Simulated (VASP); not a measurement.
Here is a VASP 6.6.1 calculation.

File INCAR:

```
  PREC = Accurate
  ENCUT = 520
  EDIFF = 1E-7
  ISMEAR = 0
  SIGMA = 0.05
  LREAL = False
  LASPH = True
  NELM = 100
  ALGO = Normal
  ISIF = 2
  LWAVE = False
  LCHARG = True
  GGA = PE
  LELF = True
  LVHAR = True
  NBANDS = 25
```

KPOINTS

```
regular mesh
0
Gamma
  6 6 8
```

Contents of POSCAR:

```
SiO2
1.0
    4.2358788266      0.0000000000      0.0000000000
    0.0000000000      4.5323903445      0.0000000000
    0.0000000000      0.0000000000      2.6897743046
Si O
2 4
Direct
    0.5000000000      0.5000000000      0.5000000000
    0.0000000000      0.0000000000      0.0000000000
    0.7302721762      0.6557534092      0.0000000000
    0.2302721762      0.8442465908      0.5000000000
    0.2697278238      0.3442465908      0.0000000000
    0.7697278238      0.1557534092      0.5000000000
```

Potentials or basis: VASP PAW PBE potentials, release 64 (Si, O).

The run is started by

```bash
$ cat potpaw_PBE.64/Si/POTCAR potpaw_PBE.64/O/POTCAR > POTCAR
$ mpirun -np 1 vasp_std > vasp.out
```

(1) Predict the pressure.

(2) Predict the band gap on the k mesh.

(3) Estimate the largest force.

Results:

(1) -17.8 GPa.

(2) 4.44 eV, indirect (least direct gap 4.52 eV).

(3) 1.114 eV/Å.

Caveat: the cell differs from its parent crystal (mode 4 frozen in at +0.223 Å, normal strain along y +0.0700); forces of over 1 eV/Å act on the atoms, so gaps and moduli don't describe the material at rest.
